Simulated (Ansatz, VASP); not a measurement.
# One calculation of Ge, two programs

INCAR

```
SYSTEM = Ge
PREC = Accurate
ENCUT = 500
EDIFF = 1E-6
ISMEAR = -1
SIGMA = 0.0272
LREAL = .FALSE.
LASPH = .TRUE.
NELM = 120
ALGO = Normal
ISIF = 2
LWAVE = .FALSE.
LCHARG = .TRUE.
GGA = PE
LELF = .TRUE.
LVHAR = .TRUE.
NBANDS = 21
GGA_COMPAT = .FALSE.
```

KPOINTS

```
regular mesh
0
G
  6 6 6
  0 0 0
```

POSCAR

```
Ge
1.0
    0.0000000000      2.8859806916      2.8859806916
    2.8859806916      0.0000000000      2.8859806916
    2.8859806916      2.8859806916      0.0000000000
Ge
2
Direct
    0.8750000000      0.8750000000      0.8750000000
    0.1250000000      0.1250000000      0.1250000000
```

Input for Ansatz:

```yaml
crystal:
  lattice:
    - [0.0, 2.8859806916, 2.8859806916]
    - [2.8859806916, 0.0, 2.8859806916]
    - [2.8859806916, 2.8859806916, 0.0]
  atoms:
    - { symbol: Ge, position: [0.875, 0.875, 0.875] }
    - { symbol: Ge, position: [0.125, 0.125, 0.125] }
kpoints:
  mp_grid: { grid: [6, 6, 6] }
scf:
  occupations: { method: fermi_dirac, width: 0.0272 }
hamiltonian:
  xc: pbe
  pseudopotentials: { kind: all_electron, lapw: { basis_error: 0.001 } }
output:
  forces: true
  stress: true
  eigenvalues: true
```

Alike in both runs: task single point; functional PBE; k mesh 6 × 6 × 6; occupations fermi-dirac, width 0.0272 eV; no spin polarisation.

|  | VASP | Ansatz |
| --- | --- | --- |
| version | VASP 6.6.1 | Ansatz 0.2.0 |
| potentials or method | VASP PAW PBE potentials, release 64 (Ge_d), cutoff 500 eV | all-electron LAPW, scalar-relativistic |

VASP gave:

| Property | Result |
| --- | --- |
| pressure (GPa) | -0.3 |

What did Ansatz give for the same quantities?

Pressure (GPa): -0.2.

Ansatz ran all-electron here, and VASP with PAW potentials.
